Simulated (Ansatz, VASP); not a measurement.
**One calculation of MoSe, two programs**

```
Mo Se
1.0
     3.48559    0.00000    0.00000
     0.00000    3.48559    0.00000
     0.00000    0.00000    3.48559
Mo Se
1 1
Direct
  0.00000 0.00000 0.00000
  0.50000 0.50000 0.50000
```

Alike in both runs: task single point; functional PBE; k mesh 12 × 12 × 12; occupations gaussian, width 0.1 eV; no spin polarisation; Hubbard terms Mo d U = 4.38 eV.

|  | VASP | Ansatz |
| --- | --- | --- |
| version | VASP 6.6.1 | Ansatz 0.2.0 |
| potentials or method | VASP PAW PBE potentials, release 64 (Mo_sv, Se), cutoff 520 eV | scalar-relativistic, plane waves, PAW |
| valence electrons in the cell | 20 | 30 |

Ansatz gave:

* gap on the k mesh at the Fermi level (eV): 0.88
* least direct gap on the mesh (eV): 1.04
* pressure (GPa): -9.3

Task: Estimate VASP's values.

Result: gap on the k mesh at the Fermi level (eV): 0.53; least direct gap on the mesh (eV): 0.70; pressure (GPa): -10.5.

The programs project onto different local orbitals, so the same U acts differently, and such runs can settle in different states. VASP's potentials hold 20 valence electrons a cell and Ansatz's 30, so a difference there can come from the potentials and not from the codes.
